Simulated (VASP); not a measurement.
Write the native input for VASP 6.6.1 that does the following.

```yaml
Task: single point
Functional: PBE
Potentials_or_basis: VASP PAW PBE potentials, release 64 (Sn_d, Te)
Cutoff: 520 eV
k_mesh: 8 × 8 × 8
Occupations: fermi-dirac, width 0.02 eV
Spin: no spin polarisation
Dipole_correction: no
Further_INCAR_settings: ALGO = Normal; EDIFF = 1e-07; NBANDS = 17
```

The structure of SnTe lies in POSCAR:

```
SnTe
1.0
    0.0000000000      3.1893545849      3.1893545849
    3.1893545849      0.0000000000      3.1893545849
    3.1893545849      3.1893545849      0.0000000000
Sn Te
1 1
Direct
    0.0000000000      0.0000000000      0.0000000000
    0.5000000000      0.5000000000      0.5000000000
```

These files were run (other wordings do the same):

INCAR

```
SYSTEM = SnTe
PREC = Accurate ; ENCUT = 520
EDIFF = 1E-7 ; ISMEAR = -1
SIGMA = 0.02 ; LREAL = .FALSE.
LASPH = .TRUE. ; NELM = 80
ALGO = Normal ; ISIF = 2
LWAVE = .FALSE. ; LCHARG = .FALSE.
GGA = PE ; NBANDS = 17
```

KPOINTS

```
Automatic mesh
0
G
  8 8 8
  0 0 0
```

Potentials or basis: VASP PAW PBE potentials, release 64 (Sn_d, Te).

Command:

```console
$ cat potpaw_PBE.64/Sn_d/POTCAR potpaw_PBE.64/Te/POTCAR > POTCAR
$ mpirun -np 1 vasp_std > vasp.out
```

It gave:

| Quantity | Value |
| --- | --- |
| Pressure | 0.6 GPa |
| Band gap on the k mesh | 0.01 eV, direct |

Caveat: spin-orbit coupling is left out, which moves the levels of the heavy elements.

Wall time 17 s on 1 thread of Intel(R) Xeon(R) 6975P-C (Granite Rapids) (shared host), peak memory 0.21 GiB.
